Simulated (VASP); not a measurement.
# Na16Cu (a cell with a defect) in VASP: notebook, part 2 of 2

VASP 6.6.1. The steps go on from the part before.

### Step 3. Single point, PBE

Contents of INCAR:

```
SYSTEM = Na16Cu
  PREC = Accurate
  ENCUT = 520
  EDIFF = 1E-7
  ISMEAR = 0
  SIGMA = 0.15
  LREAL = Auto
  LASPH = .True.
  NELM = 60
  ALGO = Normal
  ISIF = 2
  LWAVE = .False.
  LCHARG = .True.
  GGA = PE
  LELF = .True.
  LVHAR = .True.
  NBANDS = 76
```

Contents of KPOINTS:

```
regular mesh
0
Gamma
  2 2 2
  0 0 0
```

Contents of POSCAR:

```
Na16Cu
1.0
    8.4600000000      0.0000000000      0.0000000000
    0.0000000000      8.4600000000      0.0000000000
    0.0000000000      0.0000000000      8.4600000000
Na Cu
16 1
Direct
    0.0418432624     -0.0000765957     -0.0534985816
    0.4577235225     -0.0000718676     -0.0535049645
    0.0261203310      0.4997684397      0.0388968085
   -0.0542559102     -0.0000327423      0.5090087470
    0.2498608747      0.2080119385      0.3038507092
    0.4734994090      0.4997656028      0.0389535461
    0.5533758865     -0.0000452719      0.5095860520
    0.7495748227      0.2237341608      0.2113303783
   -0.0244905437      0.4999431442      0.4806709220
    0.2498600473      0.7917643026      0.3038169031
    0.2499172577      0.3033744681      0.7407648936
    0.5239140662      0.4999479905      0.4808070922
    0.7495729314      0.7760602837      0.2113821513
    0.7499377069      0.2741223404      0.7694933806
    0.2499333333      0.6961465721      0.7410809693
    0.7499280142      0.7255427896      0.7695654846
    0.2494849882     -0.0002778960      0.6249061466
```

Potentials or basis: VASP PAW PBE potentials, release 64 (Na_pv, Cu).

Command:

```sh
> cat potpaw_PBE.64/Na_pv/POTCAR potpaw_PBE.64/Cu/POTCAR > POTCAR
> mpirun -np 1 vasp_std > vasp.out
```

OUTCAR:

```text
SYSTEM = Na16Cu
   PREC = Accurate
   ENCUT = 520
   EDIFF = 1E-7
   ISMEAR = 0
   LREAL = Auto
   LASPH = .True.
   NELM = 60
   ISIF = 2
   GGA = PE

 ion  position               nearest neighbor table
   1  0.042  1.000  0.947-
   2  0.458  1.000  0.946-
   3  0.026  0.500  0.039-
   4  0.946  1.000  0.509-  17 2.75
   5  0.250  0.208  0.304-
   6  0.473  0.500  0.039-
   7  0.553  1.000  0.510-  17 2.75
   8  0.750  0.224  0.211-
   9  0.976  0.500  0.481-
  10  0.250  0.792  0.304-
  11  0.250  0.303  0.741-  17 2.75
  12  0.524  0.500  0.481-
  13  0.750  0.776  0.211-
  14  0.750  0.274  0.769-
  15  0.250  0.696  0.741-  17 2.75
  16  0.750  0.726  0.770-
  17  0.249  1.000  0.625-  11 2.75   7 2.75  15 2.75   4 2.75

  LATTYP: Found a simple cubic cell.
 ALAT       =     8.4600000000

  Lattice vectors:

 A1 = (   8.4600000000,   0.0000000000,   0.0000000000)
 A2 = (   0.0000000000,   8.4600000000,   0.0000000000)
 A3 = (   0.0000000000,   0.0000000000,   8.4600000000)

Analysis of symmetry for initial positions (statically):
=====================================================================
 Subroutine PRICEL returns:
 Original cell was already a primitive cell.

 Routine SETGRP: Setting up the symmetry group for a
 simple cubic supercell.

 Subroutine GETGRP returns: Found  1 space group operations
 (whereof  1 operations were pure point group operations)
 out of a pool of 48 trial point group operations.

The static configuration has the point symmetry C_1 .

Analysis of symmetry for dynamics (positions and initial velocities):
=====================================================================
[... 142 lines left out ...]
     AMIX     =   0.40;   BMIX     =  1.00
     AMIX_MAG =   1.60;   BMIX_MAG =  1.00
  volume/ion in A,a.u.               =      35.62       240.36
  Fermi-wavevector in a.u.,A,eV,Ry     =   0.962364  1.818605 12.600968  0.926145
  Thomas-Fermi vector in A             =   2.091817
   LORBIT       =      0    0 simple, 1 ext, 2 COOP (PROOUT), +10 PAW based schemes
   GGA     = PE    functional components
   LHFCALC =     F    Hartree Fock is set to
   AEXX    =    0.0000 exact exchange contribution
   IVDW    =     0    specifies the selected vdW correction
   LEPSILON=     F    determine dielectric tensor
   LRPA    =     F    only Hartree local field effects (RPA)
 non-spin polarized calculation
 Gauss-broadening in eV      SIGMA  =   0.15
  energy-cutoff  :      520.00
  volume of cell :      605.50
 maximum number of plane-waves:     16384
 NGX is ok and might be reduce to    64
   NGX = 31   NGY = 31   NGZ = 31

 number of electron     123.0000029 magnetization

 Free energy of the ion-electron system (eV)
  ---------------------------------------------------
  ext. energy  EPLUGINS =         0.00000000
  ---------------------------------------------------
  free energy    TOTEN  =       -23.64420080 eV

  energy without entropy =      -23.49177240  energy(sigma->0) =      -23.56798660

 E-fermi :   0.2645     XC(G=0):  -6.6206

 val. band max:        0.2259867954   @ k =   0.5000   0.0000   0.5000
 cond. band min:       0.2698087064   @ k =   0.5000   0.0000   0.5000
 fundamental gap:      0.0438219109
 Fermi energy:         0.2645319410

 k-point     1 :       0.0000    0.0000    0.0000
  band No.  band energies     occupation
      1     -24.6269      2.00000
      2     -24.6186      2.00000
      3     -24.6185      2.00000
      4     -24.6162      2.00000
      5     -24.6124      2.00000
      6     -24.6105      2.00000
[... 597 lines left out ...]
     72       2.6816      0.00000
     73       2.7054      0.00000
 [bands above 73 left out]

------------------------ aborting loop because EDIFF is reached ----------------------------------------

  FORCE on cell =-STRESS in cart. coord.  units (eV):
  Direction    XX          YY          ZZ          XY          YZ          ZX
  --------------------------------------------------------------------------------------
  -------------------------------------------------------------------------------------
  Total        0.9562843      0.9503837     -0.3497316     -0.0000400     -0.0018407      0.0038519
  in kB        2.5303845      2.5147711     -0.9254104     -0.0001057     -0.0048707      0.0101923
  external PRESSURE =       1.3732484 kB  Pullay stress =       0.0000000 kB

 VOLUME and BASIS-vectors are now :
 -----------------------------------------------------------------------------
  energy-cutoff  :      520.00
  volume of cell :      605.50
      direct lattice vectors                 reciprocal lattice vectors
     8.460000000  0.000000000  0.000000000     0.118203310  0.000000000  0.000000000
     0.000000000  8.460000000  0.000000000     0.000000000  0.118203310  0.000000000
     0.000000000  0.000000000  8.460000000     0.000000000  0.000000000  0.118203310

 POSITION                                       TOTAL-FORCE (eV/Angst)
 -----------------------------------------------------------------------------------
      0.35399      8.45935      8.00740        -0.014883     -0.000308      0.003497
      3.87234      8.45939      8.00735         0.014592     -0.000294      0.003409
      0.22098      4.22804      0.32907        -0.003902     -0.000059     -0.005292
      8.00099      8.45972      4.30621         0.016702     -0.000319      0.002416
      2.11382      1.75978      2.57058        -0.000563      0.012635     -0.003817
      4.00581      4.22802      0.32955         0.003481     -0.000041     -0.005989
[... 9 lines left out ...]
      6.34439      6.13809      6.51052        -0.000235      0.005004      0.003684
      2.11064      8.45765      5.28671         0.000206      0.000083      0.000403
 -----------------------------------------------------------------------------------
    total drift:                               -0.000016     -0.000195      0.000223

  FREE ENERGIE OF THE ION-ELECTRON SYSTEM (eV)
  ---------------------------------------------------
  free  energy   TOTEN  =       -23.6442007994 eV

  energy  without entropy=      -23.4917723956  energy(sigma->0) =      -23.56798660
```

Wall time 6.9 min (1 thread of Intel Xeon Platinum 8559C (Emerald Rapids), shared host); peak memory 0.65 GiB.

What came out:

```yaml
Free_energy: -23.6442 eV
Pressure: 0.1 GPa
Largest_force: 0.017 eV/Å
Band_gap_on_the_k_mesh: zero (an odd number of electrons rules out a gap without spin polarisation)
```

Forces on the atoms (eV/Å):
```
Na  -0.015  0.000  0.003
Na   0.015  0.000  0.003
Na  -0.004  0.000 -0.005
Na   0.017  0.000  0.002
Na  -0.001  0.013 -0.004
Na   0.003  0.000 -0.006
Na  -0.015  0.000  0.001
Na   0.000  0.003  0.006
Na   0.005  0.000 -0.003
Na  -0.001 -0.013 -0.004
Na   0.000 -0.012 -0.001
Na  -0.004  0.000 -0.004
Na   0.000 -0.004  0.005
Na   0.000 -0.004  0.004
Na  -0.001  0.013 -0.002
Na   0.000  0.005  0.004
Cu   0.000  0.000  0.000
```

Stress tensor (GPa, compression positive):
```
 0.25  0.00  0.00
 0.00  0.25  0.00
 0.00  0.00 -0.09
```

Caveat: the k points lie up to 0.37 Å⁻¹ apart, too coarse for converged energies and pressures of a metal.

The gap in the log of VASP goes by the Fermi energy; the results here count the filled bands.